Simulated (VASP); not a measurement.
Wanted: the native input for a VASP 6.6.1 run.

* Task: single point
* Functional: PBE
* Potentials or basis: VASP PAW PBE potentials, release 64 (Ba_sv, Ti_sv, O)
* Cutoff: 520 eV
* k mesh: 7 × 7 × 3
* Occupations: gaussian, width 0.05 eV
* Spin: no spin polarisation
* Hubbard terms: Ti d U = 4.0 eV
* Dipole correction: no
* Further INCAR settings: LREAL = Auto; ALGO = Normal; EDIFF = 1e-06; NBANDS = 73

The structure of BaTiO3 lies in POSCAR:

```
BaTiO3
1.0
    0.0000000000     -4.0288719406      0.0000000000
    0.0000000000      0.0000000000     -4.0288719406
   13.5866158219      0.0000000000      0.0000000000
Ba Ti O
3 3 9
Direct
    0.5000000000      0.5000000000      0.0741182760
    0.5000000000      0.5000000000      0.3706506865
    0.5000000000      0.5000000000      0.6671830971
    0.0000000000      1.0000000000      0.8154493023
    0.0000000000      1.0000000000      0.2223844813
    0.0000000000      1.0000000000      0.5189168918
    1.0000000000      0.0000000000      0.0741182760
    1.0000000000      0.0000000000      0.3706506865
    1.0000000000      0.0000000000      0.6671830971
    0.5000000000      0.0000000000      0.2223844813
    0.5000000000      0.0000000000      0.5189168918
    0.5000000000      0.0000000000      0.8154493023
    0.0000000000      0.5000000000      0.2223844813
    0.0000000000      0.5000000000      0.5189168918
    0.0000000000      0.5000000000      0.8154493023
```

This cell differs from its parent crystal: the distance across one plane changed.

The input as run:

INCAR

```
PREC = Accurate
ENCUT = 520
EDIFF = 1E-6
ISMEAR = 0
SIGMA = 0.05
LREAL = Auto
LASPH = True
NELM = 150
ALGO = Normal
ISIF = 2
LWAVE = False
LCHARG = True
LMAXMIX = 4
LDAU = True
LDAUTYPE = 2
LDAUL = -1 2 -1
LDAUU = 0 4 0
LDAUJ = 0 0 0
LDAUPRINT = 1
GGA = PE
LELF = True
LVHAR = True
NBANDS = 73
```

KPOINTS

```
regular mesh
0
Gamma
  7 7 3
```

Potentials or basis: VASP PAW PBE potentials, release 64 (Ba_sv, Ti_sv, O).

The run is started by

```bash
$ cat potpaw_PBE.64/Ba_sv/POTCAR potpaw_PBE.64/Ti_sv/POTCAR potpaw_PBE.64/O/POTCAR > POTCAR
$ mpirun -np 1 vasp_std > vasp.out
```

Results of the run:

```yaml
Pressure: -1.2 GPa
Largest_force: 1.945 eV/Å
Band_gap_on_the_k_mesh: 1.71 eV (least direct gap 1.92 eV)
```

Caveat: the cell differs from its parent crystal (the distance across one plane changed); spin-orbit coupling is left out, which moves the levels of the heavy elements; an odd mesh through Γ misses points on the zone boundary, where band edges can lie; forces of over 1 eV/Å act on the atoms, so gaps and moduli don't describe the material at rest.

Run time: 16 min on 1 thread of Intel Xeon 8259CL (shared host), peak memory 0.42 GiB.
